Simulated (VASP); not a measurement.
# TiO2 (P4_2nm) in VASP: a series of runs, part 2 of 2

VASP 6.6.1. Earlier steps stand in the parts before.

**3. Single point, PBE+U (atoms displaced along a vibrational mode)**

The input, INCAR:

```
SYSTEM = TiO2
PREC = Accurate
ENCUT = 520
EDIFF = 1E-7
ISMEAR = 0
SIGMA = 0.05
LREAL = .FALSE.
LASPH = .TRUE.
NELM = 150
ALGO = Normal
ISIF = 2
LWAVE = .FALSE.
LCHARG = .TRUE.
LMAXMIX = 4
LDAU = .TRUE.
LDAUTYPE = 2
LDAUL = 2 -1
LDAUU = 4 0
LDAUJ = 0 0
LDAUPRINT = 1
GGA = PE
LELF = .TRUE.
LVHAR = .TRUE.
NBANDS = 33
```

The input, KPOINTS:

```
Automatic mesh
0
G
  6 6 10
  0 0 0
```

The input, POSCAR:

```
TiO2
1.0
    4.6403824120      0.0000000000      0.0000000000
    0.0000000000      4.6403824120      0.0000000000
    0.0000000000      0.0000000000      3.0063836717
Ti O
2 4
Direct
    0.0000000000      0.0000000000      0.0333528906
    0.5000000000      0.5000000000      0.5333528906
    0.3056475955      0.3056475955     -0.0498938314
    0.1943524045      0.8056475955      0.4501061686
    0.6943524045      0.6943524045     -0.0498938314
    0.8056475955      0.1943524045      0.4501061686
```

Potentials or basis: VASP PAW PBE potentials, release 64 (Ti_sv, O).

Launch:

```console
cat potpaw_PBE.64/Ti_sv/POTCAR potpaw_PBE.64/O/POTCAR > POTCAR
mpirun -np 1 vasp_std > vasp.out
```

OUTCAR:

```text
SYSTEM = TiO2
   PREC = Accurate
   ENCUT = 520
   EDIFF = 1E-7
   ISMEAR = 0
   LREAL = .FALSE.
   LASPH = .TRUE.
   NELM = 150
   ISIF = 2
   GGA = PE

 ion  position               nearest neighbor table
   1  0.000  0.000  0.033-   4 1.79   6 1.79   5 2.02   3 2.02   4 2.17   6 2.17
   2  0.500  0.500  0.533-   3 1.79   5 1.79   4 2.02   6 2.02   3 2.17   5 2.17
   3  0.306  0.306  0.950-   2 1.79   1 2.02   2 2.17
   4  0.194  0.806  0.450-   1 1.79   2 2.02   1 2.17
   5  0.694  0.694  0.950-   2 1.79   1 2.02   2 2.17
   6  0.806  0.194  0.450-   1 1.79   2 2.02   1 2.17

[... 1143 lines left out ...]
  -------------------------------------------------------------------------------------
  Total        4.6651664      4.6651664      6.7152945      0.0000000      0.0000000      0.0000000
  in kB      115.4584627    115.4584627    166.1971970      0.0000000      0.0000000      0.0000000
  external PRESSURE =     132.3713741 kB  Pullay stress =       0.0000000 kB

 VOLUME and BASIS-vectors are now :
 -----------------------------------------------------------------------------
  energy-cutoff  :      520.00
  volume of cell :       64.74
      direct lattice vectors                 reciprocal lattice vectors
     4.640382412  0.000000000  0.000000000     0.215499481  0.000000000  0.000000000
     0.000000000  4.640382412  0.000000000     0.000000000  0.215499481  0.000000000
     0.000000000  0.000000000  3.006383672     0.000000000  0.000000000  0.332625543

 POSITION                                       TOTAL-FORCE (eV/Angst)
 -----------------------------------------------------------------------------------
      0.00000      0.00000      0.10027         0.000000      0.000000     -2.615391
      2.32019      2.32019      1.60346         0.000000      0.000000     -2.615391
      1.41832      1.41832      2.85638        -0.837091     -0.837091      1.307695
      0.90187      3.73851      1.35319         0.837091     -0.837091      1.307695
      3.22206      3.22206      2.85638         0.837091      0.837091      1.307695
      3.73851      0.90187      1.35319        -0.837091      0.837091      1.307695
 -----------------------------------------------------------------------------------
    total drift:                                0.000000      0.000000      0.000194

  FREE ENERGIE OF THE ION-ELECTRON SYSTEM (eV)
  ---------------------------------------------------
  free  energy   TOTEN  =       -47.9221769809 eV

  energy  without entropy=      -47.9221769809  energy(sigma->0) =      -47.92217698
```

OSZICAR:

```text
N       E                     dE             d eps       ncg     rms          rms(c)
DAV:   1     0.663519688045E+03    0.66352E+03   -0.23518E+04  3960   0.171E+03
DAV:   2     0.305086176533E+02   -0.63301E+03   -0.58621E+03  4372   0.516E+02
DAV:   3    -0.616181405757E+02   -0.92127E+02   -0.90779E+02  5384   0.189E+02
DAV:   4    -0.664220423548E+02   -0.48039E+01   -0.47927E+01  5813   0.412E+01
DAV:   5    -0.665862976812E+02   -0.16426E+00   -0.16423E+00  5168   0.635E+00    0.334E+01
DAV:   6    -0.475423594208E+02    0.19044E+02   -0.78800E+01  5522   0.929E+01    0.100E+01
DAV:   7    -0.480076159346E+02   -0.46526E+00   -0.12125E+01  5190   0.266E+01    0.852E+00
DAV:   8    -0.478712697694E+02    0.13635E+00   -0.85893E-01  5298   0.956E+00    0.368E+00
DAV:   9    -0.479355913030E+02   -0.64322E-01   -0.42451E-01  5101   0.432E+00    0.143E+00
DAV:  10    -0.479268287415E+02    0.87626E-02   -0.10215E-01  5046   0.247E+00    0.676E-01
DAV:  11    -0.479226600658E+02    0.41687E-02   -0.16307E-02  5393   0.167E+00    0.171E-01
DAV:  12    -0.479222326454E+02    0.42742E-03   -0.29370E-03  5126   0.672E-01    0.711E-02
DAV:  13    -0.479221825772E+02    0.50068E-04   -0.20238E-04  5497   0.123E-01    0.235E-02
DAV:  14    -0.479221783539E+02    0.42233E-05   -0.16687E-05  5440   0.401E-02    0.146E-02
DAV:  15    -0.479221769457E+02    0.14082E-05   -0.40851E-06  5926   0.182E-02    0.377E-03
DAV:  16    -0.479221769809E+02   -0.35243E-07   -0.69713E-07  5111   0.678E-03
   1 F= -.47922177E+02 E0= -.47922177E+02  d E =-.966440E-12
```

stdout:

```text
POSCAR found type information on POSCAR TiO
 POSCAR found :  2 types and       6 ions
 scaLAPACK will be used
 LDA part: xc-table for (Slater+PW92), standard interpolation
 POSCAR, INCAR and KPOINTS ok, starting setup
 FFT: planning ... GRIDC
 FFT: planning ... GRID_SOFT
 FFT: planning ... GRID
 WAVECAR not read
 entering main loop
```

It took 1.8 min on 1 thread of Intel Xeon Platinum 8488C (Sapphire Rapids), shared host; peak memory 0.24 GiB.

Results:

| Property | Result |
| --- | --- |
| Free energy | -47.9222 eV |
| Pressure | 13.2 GPa |
| Largest force | 2.615 eV/Å |
| Band gap on the k mesh | 2.92 eV (least direct gap 3.37 eV) |

Forces on the atoms (eV/Å):
```
Ti   0.000  0.000 -2.615
Ti   0.000  0.000 -2.615
O   -0.837 -0.837  1.308
O    0.837 -0.837  1.308
O    0.837  0.837  1.308
O   -0.837  0.837  1.308
```

Stress tensor (GPa, compression positive):
```
11.55  0.00  0.00
 0.00 11.55  0.00
 0.00  0.00 16.62
```

Eigenvalues of the final occupation matrices:
```csv
site,spin,trace,eigenvalues
site 1 d,1,0.85,0.11 0.11 0.11 0.23 0.29
site 1 d,2,0.85,0.11 0.11 0.11 0.23 0.29
site 2 d,1,0.85,0.11 0.11 0.11 0.23 0.29
site 2 d,2,0.85,0.11 0.11 0.11 0.23 0.29
```

Caveat: the cell differs from its parent crystal (atoms displaced along a vibrational mode); the stress differs along the axes, from 12 to 17 GPa; forces of over 1 eV/Å act on the atoms, so gaps and moduli don't describe the material at rest.

**4. Single point, PBE+U (atoms displaced along a vibrational mode)**

The input, INCAR:

```
SYSTEM = TiO2
ALGO = Normal ; EDIFF = 1E-7
ENCUT = 520 ; GGA = PE
ISIF = 2 ; ISMEAR = 0
LASPH = .TRUE. ; LCHARG = .FALSE.
LDAU = .TRUE. ; LDAUJ = 0 0
LDAUL = 2 -1 ; LDAUPRINT = 1
LDAUTYPE = 2 ; LDAUU = 4 0
LMAXMIX = 4 ; LREAL = .FALSE.
LWAVE = .FALSE. ; NBANDS = 33
NELM = 150 ; PREC = Accurate
SIGMA = 0.05
```

The input, KPOINTS:

```
k-points
0
G
  6 6 10
  0 0 0
```

The input, POSCAR:

```
TiO2
1.0
    4.6403824120      0.0000000000      0.0000000000
    0.0000000000      4.6403824120      0.0000000000
    0.0000000000      0.0000000000      3.0063836717
Ti O
2 4
Direct
    0.0000000000      0.0000000000     -0.0222352604
    0.5000000000      0.5000000000      0.4777647396
    0.3056475955      0.3056475955      0.0332625543
    0.1943524045      0.8056475955      0.5332625543
    0.6943524045      0.6943524045      0.0332625543
    0.8056475955      0.1943524045      0.5332625543
```

Launch:

```console
cat potpaw_PBE.64/Ti_sv/POTCAR potpaw_PBE.64/O/POTCAR > POTCAR
mpirun -np 1 vasp_std > vasp.out
```

Wall time 93 s (1 thread of Intel Xeon Platinum 8488C (Sapphire Rapids), shared host); peak memory 0.24 GiB.

Results (log left out):

* Free energy: -48.2472 eV
* Pressure: 8.1 GPa
* Largest force: 1.366 eV/Å
* Band gap on the k mesh: 2.61 eV (least direct gap 2.90 eV)

Forces on the atoms (eV/Å):
```
Ti   0.000  0.000  1.366
Ti   0.000  0.000  1.366
O   -0.410 -0.410 -0.683
O    0.410 -0.410 -0.683
O    0.410  0.410 -0.683
O   -0.410  0.410 -0.683
```

Stress tensor (GPa, compression positive):
```
7.17 0.00 0.00
0.00 7.17 0.00
0.00 0.00 9.90
```

Levels at points of the mesh, in eV from the valence-band top:
```csv
k point,band 20,band 21,band 22,band 23,band 24,band 25,band 26,band 27,band 28,band 29
"(0.00, 0.00, 0.00)",-2.14,-1.06,-0.64,-0.64,0.00,2.90,3.00,3.10,3.39,3.39
"(0.50, 0.00, 0.00)",-2.60,-1.58,-1.58,-0.74,-0.74,2.88,2.88,3.97,3.97,4.16
"(0.50, 0.50, 0.00)",-1.93,-1.60,-1.60,-1.21,-1.21,2.86,2.86,3.33,3.33,4.35
"(0.00, 0.00, 0.50)",-2.80,-2.20,-2.20,-1.35,-1.35,3.58,3.58,3.82,3.82,4.18
"(0.50, 0.00, 0.50)",-2.44,-1.82,-1.82,-1.05,-1.05,2.66,2.66,3.86,3.86,4.38
"(0.50, 0.50, 0.50)",-2.78,-1.44,-0.90,-0.62,-0.62,2.76,3.73,3.75,3.77,3.77
```

Eigenvalues of the final occupation matrices:
```tsv
site	spin	trace	eigenvalues
site 1 d	1	0.81	0.09 0.10 0.10 0.23 0.28
site 1 d	2	0.81	0.09 0.10 0.10 0.23 0.28
site 2 d	1	0.81	0.09 0.10 0.10 0.23 0.28
site 2 d	2	0.81	0.09 0.10 0.10 0.23 0.28
```

Caveat: the cell differs from its parent crystal (atoms displaced along a vibrational mode); the cell stands under pressure; forces of over 1 eV/Å act on the atoms, so gaps and moduli don't describe the material at rest. A k mesh can miss the band edges.

**5. Overview**

```csv
cell,gap on the mesh (eV),pressure (GPa),largest force (eV/Å)
"as given, atomic positions A",3.27,20.6,4.42
"as given, atomic positions B",2.92,13.2,2.62
"as given, atomic positions C",2.61,8.1,1.37
```

Alike in all rows: task single point; level PBE+U; potentials or basis VASP PAW PBE potentials, release 64 (Ti_sv, O); no spin polarisation; Ti d U = 4.0 eV; k mesh 6 × 6 × 10; cutoff (eV) 520; smearing gaussian 0.05 eV.

Caveats: forces of over 1 eV/Å act on the atoms, so gaps and moduli don't describe the material at rest; the stress differs along the axes, from 18 to 26 GPa (at least some runs); the stress differs along the axes, from 12 to 17 GPa (at least some runs); the cell stands under pressure (at least some runs).

Total energies depend on the potentials used, so only differences within one code and one set of settings carry meaning.
